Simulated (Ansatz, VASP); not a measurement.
**One calculation of Si, two programs**

```
Si
1.0
     3.68309    0.00000    0.00000
    -1.84154    3.18965    0.00000
     0.00000    0.00000    6.70170
Si
4
Direct
  0.33333 0.66667 0.06303
  0.66667 0.33333 0.56303
  0.33333 0.66667 0.43697
  0.66667 0.33333 0.93697
```

Alike in both runs: task single point; functional LDA; k mesh 12 × 12 × 6; occupations gaussian, width 0.03 eV; no spin polarisation.

```csv
,VASP,Ansatz
version,VASP 6.6.1,Ansatz 0.2.0
potentials or method,"VASP PAW LDA potentials, release 64 (Si), cutoff 520 eV","scalar-relativistic, plane waves, PAW"
valence electrons in the cell,16,16
```

VASP gave:

```
gap on the k mesh at the Fermi level (eV)                     : 0.32
least direct gap on the mesh (eV)                             : 0.63
pressure (GPa)                                                : 1.1
traceless stress, the component that is largest in VASP (GPa) : -12.81
rms of the force components (eV/Å)                            : 0.446
```

**Question.** Which values does Ansatz return?

**Answer.** gap on the k mesh at the Fermi level (eV): 0.32; least direct gap on the mesh (eV): 0.63; pressure (GPa): 1.1; traceless stress, the component that is largest in VASP (GPa): -12.71; rms of the force components (eV/Å): 0.445.

LDA's correlation is that of Perdew and Zunger in VASP and of Perdew and Wang (1992) in Ansatz. Atom by atom the forces differ by 0.001 eV/Å (rms over components).
